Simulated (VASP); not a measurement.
## HfSi31 (a cell with a defect): single point with PBE

The system is HfSi31 (a cell with a defect).

```
Hf Si
1.0
    -5.47009    5.47009   -5.47009
    -5.47009   -5.47009    5.47009
     5.47009    5.47009    5.47009
Hf Si
1 31
Direct
  0.00000 0.00000 0.25000
  0.74742 0.25389 0.25000
  0.74742 0.00000 0.50389
  0.50000 0.50000 0.25000
  0.50647 0.25258 0.50258
  0.50000 0.00000 0.75000
  0.25389 0.74742 0.25000
  0.25258 0.50647 0.50258
  0.25258 0.25258 0.75647
  0.25389 0.00000 0.99742
  0.00000 0.74742 0.50389
  0.00000 0.50000 0.75000
  0.00000 0.25389 0.99742
  0.74611 0.74611 0.74353
  0.74611 0.49353 0.99611
  0.49353 0.74611 0.99611
  0.74809 0.74809 0.49691
  0.49882 0.00000 0.50191
  0.50118 0.75309 0.75118
  0.27359 0.27359 0.52359
  0.25191 0.00000 0.74882
  0.24691 0.74809 0.99809
  0.00000 0.49882 0.50191
  0.00000 0.25191 0.74882
  0.00000 0.00000 0.97641
  0.00000 0.72641 0.25000
  0.75309 0.50118 0.75118
  0.74809 0.24691 0.99809
  0.72641 0.00000 0.25000
  0.50118 0.50118 0.00309
  0.49882 0.25191 0.25000
  0.25191 0.49882 0.25000
```

```json
{
 "Program": "VASP 6.6.1",
 "Task": "single point",
 "Functional": "PBE",
 "Potentials or basis": "VASP PAW PBE potentials, release 64 (Hf_pv, Si)",
 "Cutoff": "520 eV",
 "k mesh": "2 × 2 × 2, shifted",
 "Occupations": "gaussian, width 0.02 eV",
 "Spin": "no spin polarisation"
}
```

```json
{"Pressure": "2.0 GPa", "Largest force": "0.027 eV/Å", "Band gap on the k mesh": "0.94 eV"}
```

Forces on the atoms (eV/Å):
```
Hf   0.000  0.000  0.000
Si   0.020  0.010 -0.010
Si  -0.010 -0.020 -0.010
Si   0.000  0.000  0.000
Si   0.010 -0.010  0.020
Si   0.000  0.000  0.000
Si   0.020 -0.010  0.010
Si   0.010  0.020 -0.010
Si  -0.020 -0.010 -0.010
Si   0.010 -0.020  0.010
Si  -0.010 -0.010 -0.020
Si   0.000  0.000  0.000
Si   0.010  0.010 -0.020
Si  -0.020  0.010  0.010
Si  -0.010  0.020  0.010
Si  -0.010  0.010  0.020
Si   0.022 -0.012 -0.012
Si   0.012  0.022  0.012
Si  -0.012 -0.022  0.012
Si   0.012 -0.012 -0.012
Si  -0.012  0.022 -0.012
Si   0.012 -0.012 -0.022
Si   0.012  0.012  0.022
Si  -0.012 -0.012  0.022
Si   0.012  0.012  0.012
Si  -0.012 -0.012  0.012
Si  -0.012  0.012 -0.022
Si   0.012 -0.022 -0.012
Si  -0.012  0.012 -0.012
Si   0.022  0.012  0.012
Si  -0.022 -0.012  0.012
Si  -0.022  0.012 -0.012
```

Levels at points of the mesh, in eV from the valence-band top:
| k point | band 65 | band 66 | band 67 | band 68 | band 69 | band 70 |
| --- | --- | --- | --- | --- | --- | --- |
| (0.25, 0.25, 0.25) | -0.09 | -0.09 | -0.09 | 1.12 | 1.12 | 1.73 |

Wall time 7.4 min on 1 thread of Intel Xeon 8259CL (shared host), peak memory 0.69 GiB.

Caveat: spin-orbit coupling is left out, which moves the levels of the heavy elements.
